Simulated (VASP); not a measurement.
# Rb (Im-3m) in VASP: a series of runs

Runs on Rb. Level: LDA. Tasks: single point.

Program: VASP 6.6.1. These are calculated values, not measurements. Logs are shortened: lines on timing, memory, paths and dates and some standing lists are left out, and cuts for length are marked.

## Step 1: The cell of the first run

The structure is cubic, space group Im-3m (No. 229). Conventional cell: a = 5.372 Å, b = 5.372 Å, c = 5.372 Å, α = 90.00°, β = 90.00°, γ = 90.00°.

## Step 2: Single point, LDA

The input, INCAR:

```
SYSTEM = Rb
  ALGO = Normal
  EDIFF = 1E-7
  ENCUT = 520
  ISIF = 2
  ISMEAR = 0
  LASPH = .True.
  LCHARG = .True.
  LELF = .True.
  LREAL = .False.
  LVHAR = .True.
  LWAVE = .False.
  NBANDS = 10
  NELM = 80
  PREC = Accurate
  SIGMA = 0.03
```

The input, KPOINTS:

```
k-points
0
Gamma
  8 8 8
  0 0 0
```

The input, POSCAR:

```
Rb
1.0
   -2.6859640533      2.6859640533      2.6859640533
    2.6859640533     -2.6859640533      2.6859640533
    2.6859640533      2.6859640533     -2.6859640533
Rb
1
Direct
    0.0000000000      0.0000000000      0.0000000000
```

Potentials or basis: VASP PAW LDA potentials, release 64 (Rb_sv).

Launch:

```bash
cat potpaw_LDA.64/Rb_sv/POTCAR > POTCAR
mpirun -np 1 vasp_std > vasp.out
```

OUTCAR:

```text
SYSTEM = Rb
   EDIFF = 1E-7
   ENCUT = 520
   ISIF = 2
   ISMEAR = 0
   LASPH = .True.
   LREAL = .False.
   NELM = 80
   PREC = Accurate

 ion  position               nearest neighbor table
   1  0.000  0.000  0.000-

  LATTYP: Found a body centered cubic cell.
 ALAT       =     5.3719281066

  Lattice vectors:

 A1 = (  -2.6859640533,   2.6859640533,   2.6859640533)
 A2 = (   2.6859640533,  -2.6859640533,   2.6859640533)
 A3 = (   2.6859640533,   2.6859640533,  -2.6859640533)

Analysis of symmetry for initial positions (statically):
=====================================================================
 Subroutine PRICEL returns:
 Original cell was already a primitive cell.

 Routine SETGRP: Setting up the symmetry group for a
 body centered cubic supercell.

 Subroutine GETGRP returns: Found 48 space group operations
 (whereof 48 operations were pure point group operations)
 out of a pool of 48 trial point group operations.

The static configuration has the point symmetry O_h .

Analysis of symmetry for dynamics (positions and initial velocities):
=====================================================================
 Subroutine PRICEL returns:
 Original cell was already a primitive cell.

 Routine SETGRP: Setting up the symmetry group for a
 body centered cubic supercell.

 Subroutine GETGRP returns: Found 48 space group operations
 (whereof 48 operations were pure point group operations)
 out of a pool of 48 trial point group operations.

The dynamic configuration has the point symmetry O_h .

 Subroutine INISYM returns: Found 48 space group operations
 (whereof 48 operations are pure point group operations),
 and found     1 'primitive' translations

----------------------------------------------------------------------------------------

                                     Primitive cell

  volume of cell :      77.5105

  direct lattice vectors                    reciprocal lattice vectors
    -2.685964053  2.685964053  2.685964053     0.000000000  0.186152901  0.186152901
     2.685964053 -2.685964053  2.685964053     0.186152901  0.000000000  0.186152901
     2.685964053  2.685964053 -2.685964053     0.186152901  0.186152901  0.000000000

  length of vectors
     4.652226208  4.652226208  4.652226208     0.263259957  0.263259957  0.263259957

  position of ions in fractional coordinates (direct lattice)
     0.000000000  0.000000000  0.000000000

  ion indices of the primitive-cell ions
   primitive index   ion index
                 1           1

----------------------------------------------------------------------------------------

 KPOINTS: k-points

Automatic generation of k-mesh.
 Grid dimensions read from file:
 generate k-points for:    8    8    8

 Generating k-lattice:

  Cartesian coordinates                     Fractional coordinates (reciprocal lattice)
     0.000000000  0.023269113  0.023269113     0.125000000  0.000000000  0.000000000
     0.023269113  0.000000000  0.023269113     0.000000000  0.125000000  0.000000000
     0.023269113  0.023269113  0.000000000     0.000000000  0.000000000  0.125000000

  Length of vectors
     0.032907495  0.032907495  0.032907495

  Shift w.r.t. Gamma in fractional coordinates (k-lattice)
     0.000000000  0.000000000  0.000000000

 Subroutine IBZKPT returns following result:
 ===========================================

 Found     29 irreducible k-points:

 Following reciprocal coordinates:
            Coordinates               Weight
  0.000000  0.000000  0.000000      1.000000
  0.125000  0.000000  0.000000     12.000000
  0.250000  0.000000  0.000000     12.000000
  0.375000  0.000000  0.000000     12.000000
  0.500000  0.000000  0.000000      6.000000
  0.125000  0.125000  0.000000     24.000000
[... 16 lines left out ...]
 -0.250000  0.250000  0.250000      6.000000
 -0.375000  0.375000  0.250000     24.000000
 [... further k-points ...]
   k-points           NKPTS =     29   k-points in BZ     NKDIM =     29   number of bands    NBANDS=     10
   number of dos      NEDOS =    301   number of ions     NIONS =      1
   total plane-waves  NPLWV =  46656
   dimension x,y,z NGX =    36 NGY =   36 NGZ =   36
   dimension x,y,z NGXF=    72 NGYF=   72 NGZF=   72
   ions per type =               1
   NGX,Y,Z   is equivalent  to a cutoff of  12.86, 12.86, 12.86 a.u.
   NGXF,Y,Z  is equivalent  to a cutoff of  25.73, 25.73, 25.73 a.u.
 SYSTEM =  Rb
   PREC   = accura    normal or accurate (medium, high low for compatibility)
   ISTART =      0    job   : 0-new  1-cont  2-samecut
   ICHARG =      2    charge: 1-file 2-atom 10-const
   ISPIN  =      1    spin polarized calculation?
   LNONCOLLINEAR =      F non collinear calculations
   LSORBIT =      F    spin-orbit coupling
   LASPH  =      T    aspherical Exc in radial PAW
   ENCUT  =  520.0 eV  38.22 Ry    6.18 a.u.   8.65  8.65  8.65*2*pi/ulx,y,z
   NELM   =     80;   NELMIN=  2; NELMDL= -5     # of ELM steps
   EDIFF  = 0.1E-06   stopping-criterion for ELM
   LREAL  =      F    real-space projection
   EDIFFG = 0.1E-05   stopping-criterion for IOM
   NSW    =      0    number of steps for IOM
   IBRION =     -1    ionic relax: 0-MD 1-quasi-New 2-CG
   NFREE  =      0    steps in history (QN), initial steepest desc. (CG)
   ISIF   =      2    stress and relaxation
   ISYM   =      2    0-nonsym 1-usesym 2-fastsym
   POTIM  = 0.5000    time-step for ionic-motion
   TEBEG  =    0.0;   TEEND  =   0.0 temperature during run
   PSTRESS=    0.0 pullay stress
   NELECT =       9.0000    total number of electrons
   NUPDOWN=      -1.0000    fix difference up-down
   EMIN   =  10.00;   EMAX   =-10.00  energy-range for DOS
   EFERMI =   0.00;   METHOD = LEGACY
   ISMEAR =     0;   SIGMA  =   0.03  broadening in eV -4-tet -1-fermi 0-gaus
   EFERMI_NEDOS =   21; number of points for ismear=-14 and -15
   IALGO  =     38    algorithm
   IMIX   =      4    mixing-type and parameters
     AMIX     =   0.40;   BMIX     =  1.00
     AMIX_MAG =   1.60;   BMIX_MAG =  1.00
  volume/ion in A,a.u.               =      77.51       523.07
  Fermi-wavevector in a.u.,A,eV,Ry     =   0.798673  1.509272  8.678857  0.637878
  Thomas-Fermi vector in A             =   1.905629
   LORBIT       =      0    0 simple, 1 ext, 2 COOP (PROOUT), +10 PAW based schemes
   GGA     = CA    functional components
   LHFCALC =     F    Hartree Fock is set to
   AEXX    =    0.0000 exact exchange contribution
   IVDW    =     0    specifies the selected vdW correction
   LEPSILON=     F    determine dielectric tensor
   LRPA    =     F    only Hartree local field effects (RPA)
 non-spin polarized calculation
 Gauss-broadening in eV      SIGMA  =   0.03
  energy-cutoff  :      520.00
  volume of cell :       77.51
 maximum number of plane-waves:      2112
   NGX = 17   NGY = 17   NGZ = 17

 number of electron       9.0000000 magnetization

 Free energy of the ion-electron system (eV)
  ---------------------------------------------------
  ext. energy  EPLUGINS =         0.00000000
  ---------------------------------------------------
  free energy    TOTEN  =        -1.05195885 eV

  energy without entropy =       -1.05095866  energy(sigma->0) =       -1.05145876

 E-fermi :   0.2067     XC(G=0):  -6.1029

 val. band max:        0.1591112786   @ k =   0.2500   0.2500   0.0000
 cond. band min:       0.2284696571   @ k =   0.3750   0.1250   0.0000
 fundamental gap:      0.0693583785
 Fermi energy:         0.2066712232

 k-point     1 :       0.0000    0.0000    0.0000
  band No.  band energies     occupation
      1     -28.5527      2.00000
      2     -12.6312      2.00000
      3     -12.6312      2.00000
      4     -12.6312      2.00000
      5      -2.0410      2.00000
      6       3.8830      0.00000
      7       3.8830      0.00000
      8       3.8830      0.00000
      9       4.9832      0.00000
     10       4.9832      0.00000

 k-point     2 :       0.1250    0.0000    0.0000
  band No.  band energies     occupation
      1     -28.5514      2.00000
      2     -12.6571      2.00000
      3     -12.6394      2.00000
      4     -12.6312      2.00000
      5      -1.8262      2.00000
      6       3.5782      0.00000
      7       3.6307      0.00000
      8       4.0903      0.00000
      9       4.6992      0.00000
     10       4.9290      0.00000

 k-point     3 :       0.2500    0.0000    0.0000
  band No.  band energies     occupation
      1     -28.5481      2.00000
      2     -12.7182      2.00000
      3     -12.6590      2.00000
      4     -12.6314      2.00000
      5      -1.2230      2.00000
      6       2.6870      0.00000
      7       3.1738      0.00000
      8       4.6968      0.00000
      9       4.7788      0.00000
     10       4.9311      0.00000

 k-point     4 :       0.3750    0.0000    0.0000
  band No.  band energies     occupation
      1     -28.5448      2.00000
      2     -12.7776      2.00000
      3     -12.6786      2.00000
      4     -12.6316      2.00000
      5      -0.3605      2.00000
      6       1.7755      0.00000
      7       2.8291      0.00000
      8       4.8138      0.00000
      9       5.1763      0.00000
     10       5.6572      0.00000

 k-point     5 :       0.5000    0.0000    0.0000
  band No.  band energies     occupation
      1     -28.5434      2.00000
      2     -12.8017      2.00000
      3     -12.6866      2.00000
      4     -12.6317      2.00000
      5       0.3214      0.00000
      6       1.1390      0.00000
      7       2.7061      0.00000
      8       4.6603      0.00000
      9       5.6409      0.00000
     10       5.8435      0.00000

 k-point     6 :       0.1250    0.1250    0.0000
  band No.  band energies     occupation
      1     -28.5490      2.00000
      2     -12.6990      2.00000
      3     -12.6489      2.00000
      4     -12.6373      2.00000
      5      -1.4159      2.00000
      6       3.0320      0.00000
      7       3.2136      0.00000
      8       4.4731      0.00000
      9       4.5120      0.00000
     10       5.1773      0.00000

 k-point     7 :       0.2500    0.1250    0.0000
  band No.  band energies     occupation
      1     -28.5457      2.00000
      2     -12.7525      2.00000
      3     -12.6728      2.00000
      4     -12.6399      2.00000
      5      -0.6697      2.00000
      6       2.2178      0.00000
      7       2.7919      0.00000
      8       4.6033      0.00000
      9       5.0797      0.00000
     10       5.4143      0.00000

 k-point     8 :       0.3750    0.1250    0.0000
  band No.  band energies     occupation
      1     -28.5434      2.00000
      2     -12.7882      2.00000
      3     -12.6919      2.00000
      4     -12.6406      2.00000
      5       0.2285      0.30414
      6       1.4038      0.00000
      7       2.5637      0.00000
      8       4.4814      0.00000
      9       5.4462      0.00000
     10       5.8712      0.00000

 k-point     9 :       0.2500    0.2500    0.0000
  band No.  band energies     occupation
      1     -28.5434      2.00000
      2     -12.7704      2.00000
      3     -12.7021      2.00000
      4     -12.6488      2.00000
      5       0.1591      1.97504
      6       1.7961      0.00000
      7       2.2336      0.00000
      8       4.7426      0.00000
      9       4.7990      0.00000
     10       5.7237      0.00000
[... 118 lines left out ...]
 k-point    19 :       0.5000    0.5000    0.1250
  band No.  band energies     occupation
      1     -28.5423      2.00000
      2     -12.7943      2.00000
      3     -12.6961      2.00000
      4     -12.6497      2.00000
      5       0.5426      0.00000
      6       1.1500      0.00000
      7       2.8500      0.00000
      8       3.7719      0.00000
      9       5.3733      0.00000
     10       6.6386      0.00000

 k-point    20 :      -0.3750    0.5000    0.1250
  band No.  band energies     occupation
      1     -28.5416      2.00000
      2     -12.7765      2.00000
      3     -12.7157      2.00000
      4     -12.6624      2.00000
      5       0.5682      0.00000
      6       1.4910      0.00000
      7       2.4723      0.00000
      8       3.9587      0.00000
      9       4.9101      0.00000
     10       5.8907      0.00000

 k-point    21 :      -0.3750   -0.3750    0.1250
  band No.  band energies     occupation
      1     -28.5407      2.00000
      2     -12.7543      2.00000
      3     -12.7543      2.00000
      4     -12.6644      2.00000
      5       1.3437      0.00000
      6       1.3437      0.00000
      7       1.6847      0.00000
      8       4.6357      0.00000
      9       4.6357      0.00000
     10       5.2379      0.00000

 k-point    22 :       0.2500    0.2500    0.2500
  band No.  band energies     occupation
      1     -28.5428      2.00000
      2     -12.7149      2.00000
      3     -12.7149      2.00000
      4     -12.7149      2.00000
      5       1.5344      0.00000
      6       1.5344      0.00000
      7       1.5344      0.00000
      8       3.1114      0.00000
      9       5.7567      0.00000
     10       5.7567      0.00000

 k-point    23 :      -0.2500    0.2500    0.2500
  band No.  band energies     occupation
      1     -28.5439      2.00000
      2     -12.7212      2.00000
      3     -12.6892      2.00000
      4     -12.6892      2.00000
      5      -0.4798      2.00000
      6       2.4968      0.00000
      7       3.3388      0.00000
      8       3.3388      0.00000
      9       4.8748      0.00000
     10       4.9110      0.00000

 k-point    24 :      -0.3750    0.3750    0.2500
  band No.  band energies     occupation
      1     -28.5410      2.00000
      2     -12.7579      2.00000
      3     -12.7103      2.00000
      4     -12.6941      2.00000
      5       0.3017      0.00001
      6       1.8474      0.00000
      7       3.2580      0.00000
      8       3.2751      0.00000
      9       4.4296      0.00000
     10       5.5982      0.00000

 [... further k-points ...]
[... 5 lines left out ...]
  --------------------------------------------------------------------------------------
  -------------------------------------------------------------------------------------
  Total        0.0133850      0.0133850      0.0133850     -0.0000000      0.0000000     -0.0000000
  in kB        0.2766741      0.2766741      0.2766741     -0.0000000      0.0000000     -0.0000000
  external PRESSURE =       0.2766741 kB  Pullay stress =       0.0000000 kB

 VOLUME and BASIS-vectors are now :
 -----------------------------------------------------------------------------
  energy-cutoff  :      520.00
  volume of cell :       77.51
      direct lattice vectors                 reciprocal lattice vectors
    -2.685964053  2.685964053  2.685964053     0.000000000  0.186152901  0.186152901
     2.685964053 -2.685964053  2.685964053     0.186152901  0.000000000  0.186152901
     2.685964053  2.685964053 -2.685964053     0.186152901  0.186152901  0.000000000

 POSITION                                       TOTAL-FORCE (eV/Angst)
 -----------------------------------------------------------------------------------
      0.00000      0.00000      0.00000         0.000000     -0.000000     -0.000000
 -----------------------------------------------------------------------------------
    total drift:                               -0.000000      0.000000      0.000000

  FREE ENERGIE OF THE ION-ELECTRON SYSTEM (eV)
  ---------------------------------------------------
  free  energy   TOTEN  =        -1.0519588512 eV

  energy  without entropy=       -1.0509586616  energy(sigma->0) =       -1.05145876
```

Wall time 14 s (1 thread of Intel Xeon 6975P-C, shared host); peak memory 0.17 GiB.

What came out:

```yaml
Free_energy: -1.0520 eV
Pressure: 0.0 GPa
```

## Step 3: Single point, LDA

The input, INCAR:

```
SYSTEM = Rb
PREC = Accurate ; ENCUT = 520
EDIFF = 1E-6 ; ISMEAR = 0
SIGMA = 0.1 ; LREAL = .False.
LASPH = .True. ; NELM = 100
ALGO = Normal ; ISIF = 2
LWAVE = .False. ; LCHARG = .False.
GGA = CA ; NBANDS = 10
```

The input, KPOINTS:

```
regular mesh
0
Gamma
  8 8 8
  0 0 0
```

POSCAR is that of step 2.

Potentials or basis: VASP PAW LDA potentials, release 64 (Rb_sv).

Launch:

```bash
cat potpaw_LDA.64/Rb_sv/POTCAR > POTCAR
mpirun -np 1 vasp_std > vasp.out
```

It took 14 s on 1 thread of Intel Xeon 6975P-C, shared host; peak memory 0.17 GiB.

It converged, with:

* Free energy: -1.0562 eV
* Pressure: 0.0 GPa

Levels at points of the mesh, in eV from the Fermi level:
| k point | band 1 | band 2 | band 3 | band 4 | band 5 | band 6 | band 7 | band 8 |
| --- | --- | --- | --- | --- | --- | --- | --- | --- |
| (0.00, 0.00, 0.00) | -28.74 | -12.82 | -12.82 | -12.82 | -2.23 | 3.69 | 3.69 | 3.69 |
| (0.50, 0.00, 0.00) | -28.73 | -12.99 | -12.88 | -12.82 | 0.13 | 0.95 | 2.52 | 4.47 |
| (0.50, 0.50, 0.50) | -28.72 | -12.94 | -12.94 | -12.94 | 1.13 | 1.13 | 3.66 | 3.66 |
